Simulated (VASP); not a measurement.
# Cu (Fm-3m) in VASP: further runs, part 2 of 2

VASP 6.6.1.

## Step 6: Single point, HSE06

This run uses another cell than the first one, of 12.28 Å³/atom, 0.981 times its volume.

POSCAR reads:

```
Cu
1.0
    0.0000000000      1.8312856224      1.8312856224
    1.8312856224      0.0000000000      1.8312856224
    1.8312856224      1.8312856224      0.0000000000
Cu
1
Direct
    0.0000000000      0.0000000000      0.0000000000
```

INCAR.step1 reads:

```
  PREC = Accurate
  ENCUT = 520
  EDIFF = 1E-5
  ISMEAR = -1
  SIGMA = 0.05
  LREAL = F
  LASPH = T
  NELM = 120
  ALGO = Normal
  ISIF = 2
  LWAVE = T
  LCHARG = F
  NBANDS = 12
  GGA = PE
  GGA_COMPAT = F
```

INCAR.step2 reads:

```
  PREC = Accurate
  ENCUT = 520
  EDIFF = 1E-6
  ISMEAR = -1
  SIGMA = 0.05
  LREAL = F
  LASPH = T
  NELM = 120
  ALGO = Normal
  ISIF = 2
  LWAVE = F
  LCHARG = F
  GGA = PE
  LHFCALC = T
  HFSCREEN = 0.2079
  PRECFOCK = Normal
  NBANDS = 12
  ISTART = 1
  GGA_COMPAT = F
```

KPOINTS reads:

```
regular mesh
0
Gamma
  8 8 8
```

Potentials or basis: VASP PAW PBE potentials, release 64 (Cu).

Run with:

```sh
> cat potpaw_PBE.64/Cu/POTCAR > POTCAR
> cp INCAR.step1 INCAR
> mpirun -np 1 vasp_std > vasp.out
> cp INCAR.step2 INCAR
> mpirun -np 1 vasp_std > vasp.out
```

OUTCAR:

```text
PREC = Accurate
   ENCUT = 520
   EDIFF = 1E-6
   ISMEAR = -1
   LREAL = F
   LASPH = T
   NELM = 120
   ISIF = 2
   GGA = PE
   LHFCALC = T
   HFSCREEN = 0.2079
   PRECFOCK = Normal
   ISTART = 1

 ion  position               nearest neighbor table
   1  0.000  0.000  0.000-

  LATTYP: Found a face centered cubic cell.
 ALAT       =     3.6625712448

  Lattice vectors:

 A1 = (   0.0000000000,   1.8312856224,   1.8312856224)
 A2 = (   1.8312856224,   0.0000000000,   1.8312856224)
 A3 = (   1.8312856224,   1.8312856224,   0.0000000000)

Analysis of symmetry for initial positions (statically):
=====================================================================
 Subroutine PRICEL returns:
 Original cell was already a primitive cell.

 Routine SETGRP: Setting up the symmetry group for a
 face centered cubic supercell.

 Subroutine GETGRP returns: Found 48 space group operations
[... 9 lines left out ...]

 Routine SETGRP: Setting up the symmetry group for a
 face centered cubic supercell.

 Subroutine GETGRP returns: Found 48 space group operations
[... 11 lines left out ...]
                                     Primitive cell

[... 144 lines left out ...]

 val. band max:        6.4196356696   @ k =   0.5000   0.2500   0.1250
 cond. band min:       6.9483613924   @ k =   0.5000   0.1250   0.0000
 fundamental gap:      0.5287257227
 Fermi energy:         6.5080929976

 k-point     1 :       0.0000    0.0000    0.0000
  band No.  band energies     occupation
      1      -3.1358      2.00000
      2       2.5627      2.00000
      3       2.5627      2.00000
      4       2.5627      2.00000
      5       3.3337      2.00000
      6       3.3337      2.00000
      7      30.3252      0.00000
      8      33.0517      0.00000
      9      33.0517      0.00000
     10      33.0517      0.00000
     11      35.6365      0.00000
     12      35.6365      0.00000
[... 331 lines left out ...]
 k-point    24 :      -0.3750    0.2500    0.1250
  band No.  band energies     occupation
      1       1.4283      2.00000
      2       1.9968      2.00000
      3       2.6568      2.00000
      4       3.0048      2.00000
      5       3.9814      2.00000
      6       9.2167      0.00000
      7      11.7214      0.00000
      8      21.9431      0.00000
      9      22.4463      0.00000
     10      31.3926      0.00000
     11      35.1319      0.00000
     12      42.4676      0.00000

 [... further k-points ...]
[... 5 lines left out ...]
  --------------------------------------------------------------------------------------
  -------------------------------------------------------------------------------------
  Total       -0.1731000     -0.1731000     -0.1731000     -0.0000000      0.0000000      0.0000000
  in kB      -22.5792383    -22.5792383    -22.5792383     -0.0000000      0.0000000      0.0000000
  external PRESSURE =     -22.5792383 kB  Pullay stress =       0.0000000 kB

 VOLUME and BASIS-vectors are now :
 -----------------------------------------------------------------------------
  energy-cutoff  :      520.00
  volume of cell :       12.28
      direct lattice vectors                 reciprocal lattice vectors
     0.000000000  1.831285622  1.831285622    -0.273032232  0.273032232  0.273032232
     1.831285622  0.000000000  1.831285622     0.273032232 -0.273032232  0.273032232
     1.831285622  1.831285622  0.000000000     0.273032232  0.273032232 -0.273032232

 POSITION                                       TOTAL-FORCE (eV/Angst)
 -----------------------------------------------------------------------------------
      0.00000      0.00000      0.00000         0.000000      0.000000      0.000000
 -----------------------------------------------------------------------------------
    total drift:                               -0.000000     -0.000000     -0.000000

  FREE ENERGIE OF THE ION-ELECTRON SYSTEM (eV)
  ---------------------------------------------------
  free  energy   TOTEN  =        -3.6130699595 eV

  energy  without entropy=       -3.6091472677  energy(sigma->0) =       -3.61110861
```

OUTCAR.step1:

```text
PREC = Accurate
   ENCUT = 520
   EDIFF = 1E-5
   ISMEAR = -1
   LREAL = F
[... 575 lines left out ...]

 POSITION                                       TOTAL-FORCE (eV/Angst)
 -----------------------------------------------------------------------------------
      0.00000      0.00000      0.00000        -0.000000     -0.000000      0.000000
 -----------------------------------------------------------------------------------
    total drift:                                0.000000      0.000000      0.000000

  FREE ENERGIE OF THE ION-ELECTRON SYSTEM (eV)
  ---------------------------------------------------
  free  energy   TOTEN  =        -3.6983467994 eV

  energy  without entropy=       -3.6938256091  energy(sigma->0) =       -3.69608620
```

OSZICAR.step1:

```text
N       E                     dE             d eps       ncg     rms          rms(c)
DAV:   1     0.412775317273E+02    0.41278E+02   -0.53716E+03   784   0.150E+03
DAV:   2    -0.326103783595E+01   -0.44539E+02   -0.41926E+02   708   0.204E+02
DAV:   3    -0.457429547489E+01   -0.13133E+01   -0.13043E+01   824   0.398E+01
DAV:   4    -0.458358820483E+01   -0.92927E-02   -0.92914E-02   808   0.292E+00
DAV:   5    -0.458367947491E+01   -0.91270E-04   -0.91267E-04   828   0.296E-01    0.764E+00
DAV:   6    -0.411734224906E+01    0.46634E+00   -0.14900E+01   820   0.725E+01    0.420E+00
DAV:   7    -0.370942965416E+01    0.40791E+00   -0.24929E+00   820   0.295E+01    0.523E-01
DAV:   8    -0.370047596448E+01    0.89537E-02   -0.59777E-03   836   0.140E+00    0.351E-01
DAV:   9    -0.369835079784E+01    0.21252E-02   -0.13718E-02   852   0.200E+00    0.359E-02
DAV:  10    -0.369834679943E+01    0.39984E-05   -0.65905E-05   908   0.138E-01
   1 F= -.36983468E+01 E0= -.36960862E+01  d E =-.452119E-02
```

Run time: 18 min. Hardware: 1 thread of Intel Xeon Platinum 8488C (Sapphire Rapids), shared host; peak memory 0.23 GiB.

What came out:

```
Free energy : -3.6131 eV
Pressure    : -2.3 GPa
```

Caveat: the k points lie up to 0.37 Å⁻¹ apart; the PAW data sets were made with another functional, which shifts forces and pressure a little.

## Step 7: The runs side by side

```csv
level,potentials or basis,cell,k mesh,cutoff (eV),grid for exact exchange (PRECFOCK),screening parameter,gap on the mesh (eV),pressure (GPa)
LDA,"VASP PAW LDA potentials, release 64 (Cu)","a = 2.606 Å, angles 60.0°, 1 atom",13 × 13 × 13,600,-,-,none,-17.9
r2SCAN0,"VASP PAW PBE potentials, release 64 (Cu)","a = 2.504 Å, angles 60.0°, 1 atom",7 × 7 × 7,520,Normal,-,none,7.5
r2SCAN0,"VASP PAW PBE potentials, release 64 (Cu)","a = 2.522 Å, angles 60.0°, 1 atom",7 × 7 × 7,520,Normal,-,none,3.8
r2SCAN0,"VASP PAW PBE potentials, release 64 (Cu)","a = 2.539 Å, angles 60.0°, 1 atom",7 × 7 × 7,520,Normal,-,none,0.6
HSE06,"VASP PAW PBE potentials, release 64 (Cu)","a = 2.590 Å, angles 60.0°, 1 atom",8 × 8 × 8,520,Normal,0.2079 1/Å,none,-2.3
```

Alike in all rows: task single point; no spin polarisation; smearing fermi-dirac 0.05 eV.

Caveats: some runs use coarse meshes; the PAW data sets were made with another functional, which shifts forces and pressure a little (some runs).

Absolute energies hang on the potentials; compare differences alone.
